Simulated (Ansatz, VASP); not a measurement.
## One calculation of AlN, two programs

```xyz
4
Lattice="3.2737 0.0000 0.0000 -1.6368 2.8351 0.0000 0.0000 0.0000 4.1081" Properties=species:S:1:pos:R:3 pbc="T T T"
Al    0.0000    1.8901    3.0811
Al    1.6368    0.9450    1.0270
N     0.0000    1.8901    1.0270
N     1.6368    0.9450    3.0811
```

Alike in both runs: functional LDA; k mesh 9 × 9 × 6; occupations gaussian, width 0.1 eV; no spin polarisation.

Ansatz relaxed the structure, and its values are those at the end. VASP's run is a single point on that final structure, the one shown.

```csv
,VASP,Ansatz
version,VASP 6.6.1,Ansatz 0.2.0
potentials or method,"VASP PAW LDA potentials, release 64 (Al, N), cutoff 600 eV","scalar-relativistic, plane waves, PAW"
valence electrons in the cell,16,16
```

Ansatz gave:

```
gap on the k mesh at the Fermi level (eV) : 3.61
least direct gap on the mesh (eV)         : 3.61
pressure (GPa)                            : -0.1
```

Question: What did VASP give for the same quantities?

Answer: gap on the k mesh at the Fermi level (eV): 3.62; least direct gap on the mesh (eV): 3.62; pressure (GPa): 0.5.

Ansatz warns that its potentials were made for another functional, while VASP's fit it. LDA's correlation is that of Perdew and Zunger in VASP and of Perdew and Wang (1992) in Ansatz.
